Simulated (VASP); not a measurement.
# GaN (gw) (F-43m) in VASP: single point with LDA

Aim: the single point of GaN (gw) with LDA.

All numbers are computed with VASP 6.6.1; they aren't measurements. Logs are shortened: lines on timing, memory, paths and dates and some standing lists are left out, and cuts for length are marked.

## (1) The cell of the first run

The structure is cubic, space group F-43m (No. 216). The conventional cell has a = 4.455 Å, b = 4.455 Å, c = 4.455 Å, α = 90.00°, β = 90.00°, γ = 90.00°. Within 2.6 Å of Ga (site symmetry -43m) lie 4 N at 1.93 Å. Within 2.6 Å of N (site symmetry -43m) lie 4 Ga at 1.93 Å.

## (2) Single point, LDA

INCAR

```
SYSTEM = GaN
PREC     = Accurate       ! precision mode
ENCUT    = 600            ! plane-wave cutoff, eV
EDIFF    = 1E-6           ! SCF threshold, eV
ISMEAR   = 0              ! smearing method
SIGMA    = 0.01           ! smearing width, eV
LREAL    = .False.        ! projectors in reciprocal space
LASPH    = .True.         ! aspherical terms in the spheres
NELM     = 120            ! most SCF steps
ALGO     = Normal         ! electronic algorithm
ISIF     = 2              ! what is computed and relaxed
LWAVE    = .False.        ! write WAVECAR
LCHARG   = .False.        ! write CHGCAR
NBANDS   = 16             ! bands
GGA_COMPAT= .False.
```

KPOINTS

```
Automatic mesh
0
Gamma
  6 6 6
  0 0 0
```

POSCAR

```
GaN
1.0
    0.0000000000      2.2277008278      2.2277008278
    2.2277008278      0.0000000000      2.2277008278
    2.2277008278      2.2277008278      0.0000000000
Ga N
1 1
Direct
    0.0000000000      0.0000000000      0.0000000000
    0.2500000000      0.2500000000      0.2500000000
```

Potentials or basis: VASP PAW LDA potentials, release 64 (Ga_d, N).

Run with:

```sh
> cat potpaw_LDA.64/Ga_d/POTCAR potpaw_LDA.64/N/POTCAR > POTCAR
> mpirun -np 1 vasp_std > vasp.out
```

OUTCAR:

```text
SYSTEM = GaN
   PREC = Accurate
   ENCUT = 600
   EDIFF = 1E-6
   ISMEAR = 0
   LREAL = .False.
   LASPH = .True.
   NELM = 120
   ISIF = 2

 ion  position               nearest neighbor table
   1  0.000  0.000  0.000-   2 1.93   2 1.93   2 1.93   2 1.93
   2  0.250  0.250  0.250-   1 1.93   1 1.93   1 1.93   1 1.93

  LATTYP: Found a face centered cubic cell.
 ALAT       =     4.4554016556

  Lattice vectors:

 A1 = (   0.0000000000,   2.2277008278,   2.2277008278)
 A2 = (   2.2277008278,   0.0000000000,   2.2277008278)
 A3 = (   2.2277008278,   2.2277008278,   0.0000000000)

Analysis of symmetry for initial positions (statically):
=====================================================================
 Subroutine PRICEL returns:
 Original cell was already a primitive cell.

 Routine SETGRP: Setting up the symmetry group for a
 face centered cubic supercell.

 Subroutine GETGRP returns: Found 24 space group operations
 (whereof 24 operations were pure point group operations)
 out of a pool of 48 trial point group operations.

The static configuration has the point symmetry T_d .

Analysis of symmetry for dynamics (positions and initial velocities):
=====================================================================
 Subroutine PRICEL returns:
 Original cell was already a primitive cell.

 Routine SETGRP: Setting up the symmetry group for a
 face centered cubic supercell.

 Subroutine GETGRP returns: Found 24 space group operations
 (whereof 24 operations were pure point group operations)
 out of a pool of 48 trial point group operations.

The dynamic configuration has the point symmetry T_d .

 Subroutine INISYM returns: Found 24 space group operations
 (whereof 24 operations are pure point group operations),
 and found     1 'primitive' translations

----------------------------------------------------------------------------------------

                                     Primitive cell

  volume of cell :      22.1106

  direct lattice vectors                    reciprocal lattice vectors
     0.000000000  2.227700828  2.227700828    -0.224446655  0.224446655  0.224446655
     2.227700828  0.000000000  2.227700828     0.224446655 -0.224446655  0.224446655
     2.227700828  2.227700828  0.000000000     0.224446655  0.224446655 -0.224446655

  length of vectors
     3.150444724  3.150444724  3.150444724     0.388753011  0.388753011  0.388753011

  position of ions in fractional coordinates (direct lattice)
     0.000000000  0.000000000  0.000000000
     0.250000000  0.250000000  0.250000000

  ion indices of the primitive-cell ions
   primitive index   ion index
                 1           1
                 2           2

----------------------------------------------------------------------------------------

 KPOINTS: Automatic mesh

Automatic generation of k-mesh.
 Grid dimensions read from file:
 generate k-points for:    6    6    6

 Generating k-lattice:

  Cartesian coordinates                     Fractional coordinates (reciprocal lattice)
    -0.037407776  0.037407776  0.037407776     0.166666667  0.000000000  0.000000000
     0.037407776 -0.037407776  0.037407776     0.000000000  0.166666667  0.000000000
     0.037407776  0.037407776 -0.037407776     0.000000000  0.000000000  0.166666667

  Length of vectors
     0.064792168  0.064792168  0.064792168

  Shift w.r.t. Gamma in fractional coordinates (k-lattice)
     0.000000000  0.000000000  0.000000000

 Subroutine IBZKPT returns following result:
 ===========================================

 Found     16 irreducible k-points:

 Following reciprocal coordinates:
            Coordinates               Weight
  0.000000  0.000000  0.000000      1.000000
  0.166667  0.000000  0.000000      8.000000
  0.333333  0.000000  0.000000      8.000000
  0.500000  0.000000  0.000000      4.000000
  0.166667  0.166667  0.000000      6.000000
  0.333333  0.166667  0.000000     24.000000
[... 8 lines left out ...]
 -0.333333  0.333333  0.166667     24.000000
 -0.333333  0.500000  0.166667     12.000000
   k-points           NKPTS =     16   k-points in BZ     NKDIM =     16   number of bands    NBANDS=     16
   number of dos      NEDOS =    301   number of ions     NIONS =      2
   total plane-waves  NPLWV =  21952
   dimension x,y,z NGX =    28 NGY =   28 NGZ =   28
   dimension x,y,z NGXF=    56 NGYF=   56 NGZF=   56
   ions per type =               1   1
   NGX,Y,Z   is equivalent  to a cutoff of  14.78, 14.78, 14.78 a.u.
   NGXF,Y,Z  is equivalent  to a cutoff of  29.55, 29.55, 29.55 a.u.
 SYSTEM =  GaN
   PREC   = accura    normal or accurate (medium, high low for compatibility)
   ISTART =      0    job   : 0-new  1-cont  2-samecut
   ICHARG =      2    charge: 1-file 2-atom 10-const
   ISPIN  =      1    spin polarized calculation?
   LNONCOLLINEAR =      F non collinear calculations
   LSORBIT =      F    spin-orbit coupling
   LASPH  =      T    aspherical Exc in radial PAW
   ENCUT  =  600.0 eV  44.10 Ry    6.64 a.u.   6.29  6.29  6.29*2*pi/ulx,y,z
   NELM   =    120;   NELMIN=  2; NELMDL= -5     # of ELM steps
   EDIFF  = 0.1E-05   stopping-criterion for ELM
   LREAL  =      F    real-space projection
   EDIFFG = 0.1E-04   stopping-criterion for IOM
   NSW    =      0    number of steps for IOM
   IBRION =     -1    ionic relax: 0-MD 1-quasi-New 2-CG
   NFREE  =      0    steps in history (QN), initial steepest desc. (CG)
   ISIF   =      2    stress and relaxation
   ISYM   =      2    0-nonsym 1-usesym 2-fastsym
   POTIM  = 0.5000    time-step for ionic-motion
   TEBEG  =    0.0;   TEEND  =   0.0 temperature during run
   PSTRESS=    0.0 pullay stress
   NELECT =      18.0000    total number of electrons
   NUPDOWN=      -1.0000    fix difference up-down
   EMIN   =  10.00;   EMAX   =-10.00  energy-range for DOS
   EFERMI =   0.00;   METHOD = LEGACY
   ISMEAR =     0;   SIGMA  =   0.01  broadening in eV -4-tet -1-fermi 0-gaus
   EFERMI_NEDOS =   21; number of points for ismear=-14 and -15
   IALGO  =     38    algorithm
   IMIX   =      4    mixing-type and parameters
     AMIX     =   0.40;   BMIX     =  1.00
     AMIX_MAG =   1.60;   BMIX_MAG =  1.00
  volume/ion in A,a.u.               =      11.06        74.60
  Fermi-wavevector in a.u.,A,eV,Ry     =   1.528617  2.888668 31.792342  2.336671
  Thomas-Fermi vector in A             =   2.636351
   LORBIT       =      0    0 simple, 1 ext, 2 COOP (PROOUT), +10 PAW based schemes
   GGA     = CA    functional components
   LHFCALC =     F    Hartree Fock is set to
   AEXX    =    0.0000 exact exchange contribution
   IVDW    =     0    specifies the selected vdW correction
   LEPSILON=     F    determine dielectric tensor
   LRPA    =     F    only Hartree local field effects (RPA)
 non-spin polarized calculation
 Gauss-broadening in eV      SIGMA  =   0.01
  energy-cutoff  :      600.00
  volume of cell :       22.11
 maximum number of plane-waves:       754
 NGX is ok and might be reduce to    28
   NGX = 13   NGY = 13   NGZ = 13

 number of electron      18.0000001 magnetization

 Free energy of the ion-electron system (eV)
  ---------------------------------------------------
  ext. energy  EPLUGINS =         0.00000000
  ---------------------------------------------------
  free energy    TOTEN  =       -13.93962445 eV

  energy without entropy =      -13.93962445  energy(sigma->0) =      -13.93962445

 E-fermi :   5.4959     XC(G=0): -12.3031

 val. band max:        5.4238289128   @ k =   0.0000   0.0000   0.0000
 cond. band min:       7.3933132338   @ k =   0.0000   0.0000   0.0000
 fundamental gap:      1.9694843210
 Fermi energy:         5.4958909002

 k-point     1 :       0.0000    0.0000    0.0000
  band No.  band energies     occupation
      1     -10.6857      2.00000
      2      -8.1718      2.00000
      3      -8.1718      2.00000
      4      -8.1718      2.00000
      5      -7.8177      2.00000
      6      -7.8177      2.00000
[... 8 lines left out ...]
     15      24.3616      0.00000
     16      24.3616      0.00000

 k-point     2 :       0.1667    0.0000    0.0000
  band No.  band energies     occupation
      1     -10.3766      2.00000
      2      -8.1344      2.00000
      3      -8.1344      2.00000
      4      -8.0448      2.00000
      5      -7.8196      2.00000
      6      -7.8196      2.00000
[... 8 lines left out ...]
     15      22.4306      0.00000
     16      22.4306      0.00000

 k-point     3 :       0.3333    0.0000    0.0000
  band No.  band energies     occupation
      1      -9.8679      2.00000
      2      -8.0849      2.00000
      3      -8.0849      2.00000
      4      -7.7951      2.00000
      5      -7.7951      2.00000
      6      -7.3309      2.00000
[... 8 lines left out ...]
     15      23.2329      0.00000
     16      23.2329      0.00000

 k-point     4 :       0.5000    0.0000    0.0000
  band No.  band energies     occupation
      1      -9.7114      2.00000
      2      -8.0758      2.00000
      3      -8.0758      2.00000
      4      -7.7658      2.00000
      5      -7.7658      2.00000
      6      -6.4371      2.00000
[... 8 lines left out ...]
     15      25.2918      0.00000
     16      25.2918      0.00000
[... 172 lines left out ...]
 k-point    14 :       0.5000    0.3333    0.1667
  band No.  band energies     occupation
      1      -9.6363      2.00000
      2      -8.0245      2.00000
      3      -8.0030      2.00000
      4      -7.8845      2.00000
      5      -7.7778      2.00000
      6      -6.6038      2.00000
[... 8 lines left out ...]
     15      25.5155      0.00000
     16      28.2250      0.00000

 k-point    15 :      -0.3333    0.3333    0.1667
  band No.  band energies     occupation
      1      -9.5646      2.00000
      2      -8.0415      2.00000
      3      -7.9675      2.00000
      4      -7.8446      2.00000
      5      -7.7930      2.00000
      6      -5.8834      2.00000
[... 8 lines left out ...]
     15      24.4639      0.00000
     16      28.5766      0.00000

 k-point    16 :      -0.3333    0.5000    0.1667
  band No.  band energies     occupation
      1      -9.5309      2.00000
      2      -8.0358      2.00000
      3      -7.9466      2.00000
      4      -7.8270      2.00000
      5      -7.7745      2.00000
      6      -5.7150      2.00000
[... 8 lines left out ...]
     15      26.2748      0.00000
     16      28.8953      0.00000

------------------------ aborting loop because EDIFF is reached ----------------------------------------

  FORCE on cell =-STRESS in cart. coord.  units (eV):
  Direction    XX          YY          ZZ          XY          YZ          ZX
  --------------------------------------------------------------------------------------
  -------------------------------------------------------------------------------------
  Total        0.1350529      0.1350529      0.1350529     -0.0000000      0.0000000     -0.0000000
  in kB        9.7861928      9.7861928      9.7861928     -0.0000000      0.0000000     -0.0000000
  external PRESSURE =       9.7861928 kB  Pullay stress =       0.0000000 kB

 VOLUME and BASIS-vectors are now :
 -----------------------------------------------------------------------------
  energy-cutoff  :      600.00
  volume of cell :       22.11
      direct lattice vectors                 reciprocal lattice vectors
     0.000000000  2.227700828  2.227700828    -0.224446655  0.224446655  0.224446655
     2.227700828  0.000000000  2.227700828     0.224446655 -0.224446655  0.224446655
     2.227700828  2.227700828  0.000000000     0.224446655  0.224446655 -0.224446655

 POSITION                                       TOTAL-FORCE (eV/Angst)
 -----------------------------------------------------------------------------------
      0.00000      0.00000      0.00000        -0.000000     -0.000000     -0.000000
      1.11385      1.11385      1.11385         0.000000      0.000000      0.000000
 -----------------------------------------------------------------------------------
    total drift:                               -0.000000     -0.000000      0.000000

  FREE ENERGIE OF THE ION-ELECTRON SYSTEM (eV)
  ---------------------------------------------------
  free  energy   TOTEN  =       -13.9396244474 eV

  energy  without entropy=      -13.9396244474  energy(sigma->0) =      -13.93962445
```

It took 4 s on 1 thread of Intel Xeon 6975P-C (Granite Rapids), shared host; peak memory 0.14 GiB.

What came out:

```
Free energy            : -13.9396 eV
Pressure               : 1.0 GPa
Band gap on the k mesh : 1.97 eV, direct
```
